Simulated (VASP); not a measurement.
A run of VASP 6.6.1:

INCAR

```
PREC = Accurate ; ENCUT = 520
EDIFF = 1E-7 ; ISMEAR = 0
SIGMA = 0.02 ; LREAL = Auto
LASPH = True ; NELM = 100
ALGO = Normal ; ISIF = 2
LWAVE = False ; LCHARG = False
GGA = PE ; NBANDS = 159
NELECT = 278.0
```

File KPOINTS:

```
Automatic mesh
0
Gamma
  2 2 2
  0.5 0.5 0.5
```

The input POSCAR:

```
Zn15S16
1.0
   -5.4423086028      5.4423086028     -5.4423086028
    5.4423086028      5.4423086028      5.4423086028
    5.4423086028     -5.4423086028     -5.4423086028
Zn S
15 16
Direct
    0.4904136155      0.7500000000     -0.2521773583
   -0.0021773583     -0.0095863845      0.0000000000
    0.7500000000      0.2500000000      0.0000000000
    0.2500000000     -0.0095863845      0.7478226417
    0.4904136155      0.4978226417      0.0000000000
    0.0095863845      0.2574090262      0.7595863845
    0.7500000000      0.7500000000      0.5000000000
    0.5021773583      0.0021773583      0.4925909738
    0.7574090262      0.5095863845      0.7595863845
   -0.0021773583      0.7500000000      0.2404136155
    0.2500000000      0.2500000000      0.5000000000
    0.0095863845      0.5095863845      0.5074090262
    0.7425909738      0.0021773583      0.2521773583
    0.5021773583      0.2425909738      0.2521773583
    0.2500000000      0.4978226417      0.2404136155
    0.2500000000      0.7500000000      0.7558200917
    0.0002688373      0.9990297994      0.7502688373
    0.4997311627      0.7500000000      0.4987609622
    0.7512390378      0.2512390378      0.7509702006
    0.2500000000      0.9997311627      0.4987609622
    0.4990297994      0.5002688373      0.7502688373
    0.0009702006      0.2512390378      0.5012390378
    0.7487609622      0.7500000000      0.2497311627
    0.4941799083      0.9941799083      0.2441799083
    0.7512390378      0.5009702006      0.5012390378
    0.0058200917      0.7500000000      0.0000000000
    0.2500000000      0.2487609622      0.2497311627
    0.0002688373      0.5002688373      0.2490297994
    0.7487609622      0.9997311627      0.0000000000
    0.4997311627      0.2487609622      0.0000000000
    0.2500000000      0.5058200917      0.0000000000
```

Potentials or basis: VASP PAW PBE potentials, release 64 (Zn, S).

Command:

```sh
$ cat potpaw_PBE.64/Zn/POTCAR potpaw_PBE.64/S/POTCAR > POTCAR
$ mpirun -np 1 vasp_std > vasp.out
```

Hardware: 1 thread of AMD EPYC 9R45 96-Core Processor (Zen 5), on a shared host.

Question: How long does it take, and how much memory?

Answer: It took 6.5 min on 1 thread of AMD EPYC 9R45 96-Core Processor (Zen 5) (shared host), peak memory 0.69 GiB. Counts: scf iterations 22, k points 2.
